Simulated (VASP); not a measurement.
# TiN (Fm-3m) in VASP: vibrations by perturbation theory with PBE

Aim: the vibrations by perturbation theory of TiN with PBE.

All numbers are computed with VASP 6.6.1; they aren't measurements. Logs are shortened: lines on timing, memory, paths and dates and some standing lists are left out, and cuts for length are marked.

### 1 The cell of the first run

It takes space group Fm-3m (No. 225, cubic). Conventional cell: a = 4.248 Å, b = 4.248 Å, c = 4.248 Å, α = 90.00°, β = 90.00°, γ = 90.00°. Within 2.8 Å of Ti (site symmetry m-3m) lie 6 N at 2.12 Å. N (site symmetry m-3m) has 6 Ti at 2.12 Å within 2.8 Å.

### 2 Vibrations by perturbation theory, PBE

File INCAR:

```
SYSTEM = TiN
PREC = Accurate
ENCUT = 520
EDIFF = 1E-8
ISMEAR = -1
SIGMA = 0.15
LREAL = .FALSE.
LASPH = .TRUE.
NELM = 80
ALGO = Normal
ISIF = 2
LWAVE = .FALSE.
LCHARG = .FALSE.
GGA = PE
NBANDS = 16
IBRION = 8
NSW = 1
```

File KPOINTS:

```
regular mesh
0
G
  16 16 16
  0 0 0
```

File POSCAR:

```
TiN
1.0
    0.0000000000      2.1242449685      2.1242449685
    2.1242449685      0.0000000000      2.1242449685
    2.1242449685      2.1242449685      0.0000000000
Ti N
1 1
Direct
    0.0000000000      0.0000000000      0.0000000000
    0.5000000000      0.5000000000      0.5000000000
```

Potentials or basis: VASP PAW PBE potentials, release 64 (Ti_sv, N).

Launch:

```sh
> cat potpaw_PBE.64/Ti_sv/POTCAR potpaw_PBE.64/N/POTCAR > POTCAR
> mpirun -np 1 vasp_std > vasp.out
```

OUTCAR:

```text
SYSTEM = TiN
   PREC = Accurate
   ENCUT = 520
   EDIFF = 1E-8
   ISMEAR = -1
   LREAL = .FALSE.
   LASPH = .TRUE.
   NELM = 80
   ISIF = 2
   GGA = PE
   IBRION = 8
   NSW = 1

 ion  position               nearest neighbor table
   1  0.000  0.000  0.000-   2 2.12   2 2.12   2 2.12   2 2.12   2 2.12   2 2.12
   2  0.500  0.500  0.500-   1 2.12   1 2.12   1 2.12   1 2.12   1 2.12   1 2.12

  LATTYP: Found a face centered cubic cell.
 ALAT       =     4.2484899370

  Lattice vectors:

 A1 = (   0.0000000000,   2.1242449685,   2.1242449685)
 A2 = (   2.1242449685,   0.0000000000,   2.1242449685)
 A3 = (   2.1242449685,   2.1242449685,   0.0000000000)

Analysis of symmetry for initial positions (statically):
=====================================================================
 Subroutine PRICEL returns:
 Original cell was already a primitive cell.

 Routine SETGRP: Setting up the symmetry group for a
 face centered cubic supercell.

 Subroutine GETGRP returns: Found 48 space group operations
 (whereof 48 operations were pure point group operations)
 out of a pool of 48 trial point group operations.

The static configuration has the point symmetry O_h .

Analysis of symmetry for dynamics (positions and initial velocities):
=====================================================================
 Subroutine PRICEL returns:
 Original cell was already a primitive cell.

 Routine SETGRP: Setting up the symmetry group for a
 face centered cubic supercell.

 Subroutine GETGRP returns: Found 48 space group operations
 (whereof 48 operations were pure point group operations)
 out of a pool of 48 trial point group operations.

The dynamic configuration has the point symmetry O_h .

 Subroutine INISYM returns: Found 48 space group operations
 (whereof 48 operations are pure point group operations),
 and found     1 'primitive' translations

[... 616 lines left out ...]
  external PRESSURE =       5.0235089 kB  Pullay stress =       0.0000000 kB

 VOLUME and BASIS-vectors are now :
 -----------------------------------------------------------------------------
  energy-cutoff  :      520.00
  volume of cell :       19.17
      direct lattice vectors                 reciprocal lattice vectors
     0.000000000  2.124244969  2.124244969    -0.235377749  0.235377749  0.235377749
     2.124244969  0.000000000  2.124244969     0.235377749 -0.235377749  0.235377749
     2.124244969  2.124244969  0.000000000     0.235377749  0.235377749 -0.235377749

 POSITION                                       TOTAL-FORCE (eV/Angst)
 -----------------------------------------------------------------------------------
      0.00000      0.00000      0.00000         0.000000      0.000000      0.000000
      2.12424      2.12424      2.12424         0.000000      0.000000      0.000000
 -----------------------------------------------------------------------------------
    total drift:                                0.000000     -0.000000     -0.000000

  FREE ENERGIE OF THE ION-ELECTRON SYSTEM (eV)
  ---------------------------------------------------
  free  energy   TOTEN  =       -19.6687458896 eV

  energy  without entropy=      -19.6055559021  energy(sigma->0) =      -19.63715090

[... ionic steps 2 to 3 ...]

--------------------------------------- Ionic step        4  -------------------------------------------

------------------------ aborting loop because EDIFF is reached ----------------------------------------

[... ionic steps 5 to 6 ...]

--------------------------------------- Ionic step        7  -------------------------------------------

 Free energy of the ion-electron system (eV)
  ---------------------------------------------------
  ---------------------------------------------------
  free energy    TOTEN  =        -0.23273870 eV

  energy without entropy =       -0.23273870

------------------------ aborting loop because EDIFF is reached ----------------------------------------

 INTERNAL STRAIN TENSOR  FOR ION    2  DIRECTION 1   (eV/Angst):
 -----------------------------------------------------------------------------
     0.02356 -0.00000  0.00000
    -0.00000 -0.01239  0.00000
     0.00000  0.00000 -0.01239

 INTERNAL STRAIN TENSOR FOR ION    2 for displacements in x,y,z  (eV/Angst):
          X           Y           Z          XY          YZ          ZX
  --------------------------------------------------------------------------------
  x     0.00000     0.00000     0.00000     0.00000     0.00000     0.00000
  y     0.00000     0.00000     0.00000     0.00000     0.00000     0.00000
  z     0.00000     0.00000     0.00000     0.00000     0.00000     0.00000

 SECOND DERIVATIVES (NOT SYMMETRIZED)
 ------------------------------------
               1X          1Y          1Z          2X          2Y          2Z
  1X   -10.063727    0.000000    0.000000   10.063727    0.000000    0.000000
  1Y     0.000000  -10.063727    0.000000    0.000000   10.063727    0.000000
  1Z     0.000000    0.000000  -10.063727    0.000000    0.000000   10.063727
  2X    10.051516    0.000000    0.000000  -10.051516    0.000000    0.000000
  2Y     0.000000   10.051516    0.000000    0.000000  -10.051516    0.000000
  2Z     0.000000    0.000000   10.051516    0.000000    0.000000  -10.051516

 Eigenvectors and eigenvalues of the dynamical matrix
 ----------------------------------------------------

   1 f  =   15.060808 THz    94.629847 2PiTHz  502.374478 cm-1    62.286469 meV
             X         Y         Z           dx          dy          dz
      0.000000  0.000000  0.000000     0.000000    0.475888    0.000000
      2.124245  2.124245  2.124245     0.000000   -0.879506    0.000000
[... 21 lines left out ...]
   6 f/i=    0.003827 THz     0.024044 2PiTHz    0.127644 cm-1     0.015826 meV
             X         Y         Z           dx          dy          dz
      0.000000  0.000000  0.000000     0.000000    0.000000    0.879506
      2.124245  2.124245  2.124245     0.000000    0.000000    0.475888

--------------------------------------------------------------------------------------------------------

 ELASTIC MODULI CONTR FROM IONIC RELAXATION (kBar)
 Direction    XX          YY          ZZ          XY          YZ          ZX
 --------------------------------------------------------------------------------
 XX           0.0000      0.0000      0.0000      0.0000      0.0000      0.0000
 YY           0.0000      0.0000      0.0000      0.0000      0.0000      0.0000
 ZZ           0.0000      0.0000      0.0000      0.0000      0.0000      0.0000
 XY           0.0000      0.0000      0.0000      0.0000      0.0000      0.0000
 YZ           0.0000      0.0000      0.0000      0.0000      0.0000      0.0000
 ZX           0.0000      0.0000      0.0000      0.0000      0.0000      0.0000
 --------------------------------------------------------------------------------
```

OSZICAR:

```text
N       E                     dE             d eps       ncg     rms          rms(c)
DAV:   1     0.131472819224E+03    0.13147E+03   -0.82659E+03  4656   0.126E+03
DAV:   2    -0.169651039516E+02   -0.14844E+03   -0.13960E+03  5128   0.345E+02
[... 58 lines left out ...]
RMM:   8    -0.232742954705E+00   -0.44107E-05   -0.10031E-07 22108   0.170E-03    0.224E-04
RMM:   9    -0.232739646673E+00    0.33080E-05   -0.28952E-09 22408   0.648E-04    0.393E-05
RMM:  10    -0.232738883133E+00    0.76354E-06    0.80440E-09 22314   0.249E-04    0.101E-05
RMM:  11    -0.232738587043E+00    0.29609E-06    0.49746E-08 22625   0.104E-04    0.478E-06
RMM:  12    -0.232738706581E+00   -0.11954E-06   -0.11448E-09 22193   0.476E-05    0.706E-07
RMM:  13    -0.232738701009E+00    0.55714E-08    0.32707E-08 22830   0.222E-05    0.374E-07
 Linear response finished
```

stdout:

```text
POSCAR found type information on POSCAR TiN
 POSCAR found :  2 types and       2 ions
 scaLAPACK will be used
 LDA part: xc-table for (Slater+PW92), standard interpolation
 POSCAR, INCAR and KPOINTS ok, starting setup
 FFT: planning ... GRIDC
 FFT: planning ... GRID_SOFT
 FFT: planning ... GRID
 WAVECAR not read
 entering main loop
 Linear response reoptimize wavefunctions to high precision
 Linear response DOF=           2
 Linear response progress:
 first order change of Fermi-energy   0.80677E-03
 force on displaced ion       1 direction 1 : -10.064   0.000   0.000
 Linear response progress:
 first order change of Fermi-energy  -0.36189E-04
 force on displaced ion       2 direction 1 : -10.052   0.000   0.000
 Linear response finished
```

Run time: 9.9 min. Hardware: 1 thread of Intel Xeon 8259CL, shared host; peak memory 0.36 GiB.

What came out:

```
Highest phonon frequency at Γ : 502 cm⁻¹
```

Phonon frequencies in cm⁻¹ (negative: imaginary):
| q point | frequencies |
| --- | --- |
| (0.000, 0.000, 0.000) | 0 0 0 502 502 502 |
